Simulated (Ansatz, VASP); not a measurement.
NaH in VASP and in Ansatz

File POSCAR:

```
NaH
1.0
    3.3191587685      0.0000000000      0.0000000000
   -1.6595793843      2.8744758127      0.0000000000
    0.0000000000      0.0000000000      5.8309537772
Na H
2 2
Direct
    0.0000000000      0.0000000000      0.0000000000
    0.0000000000      0.0000000000      0.5000000000
    0.3333333333      0.6666666667      0.2500000000
    0.6666666667      0.3333333333      0.7500000000
```

INCAR.step1

```
SYSTEM = NaH
PREC = Accurate
ENCUT = 520
EDIFF = 1E-5
ISMEAR = -1
SIGMA = 0.001
LREAL = .False.
LASPH = .True.
NELM = 100
ALGO = Normal
ISIF = 2
LWAVE = .True.
NBANDS = 16
GGA = PE
```

The input INCAR.step2:

```
SYSTEM = NaH
PREC = Accurate
ENCUT = 520
EDIFF = 1E-7
ISMEAR = -1
SIGMA = 0.001
LREAL = .False.
LASPH = .True.
NELM = 100
ALGO = Normal
ISIF = 2
LWAVE = .False.
LCHARG = .True.
GGA = PE
LHFCALC = .True.
HFSCREEN = 0.2079
PRECFOCK = Normal
LELF = .True.
LVHAR = .True.
NBANDS = 16
ISTART = 1
```

Contents of KPOINTS:

```
Automatic mesh
0
Gamma
  6 6 2
  0 0 0
```

Input for Ansatz:

```yaml
crystal:
  lattice:
    - [3.3191587685, 0.0, 0.0]
    - [-1.6595793843, 2.8744758127, 0.0]
    - [0.0, 0.0, 5.8309537772]
  atoms:
    - { symbol: Na, position: [0.0, 0.0, 0.0] }
    - { symbol: Na, position: [0.0, 0.0, 0.5] }
    - { symbol: H, position: [0.3333333333, 0.6666666667, 0.25] }
    - { symbol: H, position: [0.6666666667, 0.3333333333, 0.75] }
kpoints:
  mp_grid: { grid: [6, 6, 2] }
hamiltonian:
  xc: hse06
scf:
  occupations: { method: fermi_dirac, width: 0.001 }
  n_extra_bands: 5
output:
  forces: true
  stress: true
  eigenvalues: true
```

Alike in both runs: task single point; functional HSE06; k mesh 6 × 6 × 2; occupations fermi-dirac, width 0.001 eV; no spin polarisation.

|  | VASP | Ansatz |
| --- | --- | --- |
| version | VASP 6.6.1 | Ansatz 0.2.0 |
| potentials or method | VASP PAW PBE potentials, release 64 (Na_pv, H) | plane waves |
| plane-wave cutoff (eV) | 520 | 420 |
| valence electrons in the cell | 16 | 20 |

```tsv
	VASP	Ansatz	Ansatz less VASP
gap on the k mesh at the Fermi level (eV)	4.50	4.50	+0.004
pressure (GPa)	0.2	0.2	-0.01
traceless stress, the component that is largest in VASP (GPa)	0.11	0.11	+0.005
```

VASP's potentials hold 16 valence electrons a cell and Ansatz's 20, so a difference there can come from the potentials and not from the codes. Ansatz's warnings: stress exchange threshold loose, stress scf threshold loose.

The k mesh is coarse, so the values compare programs but aren't converged.
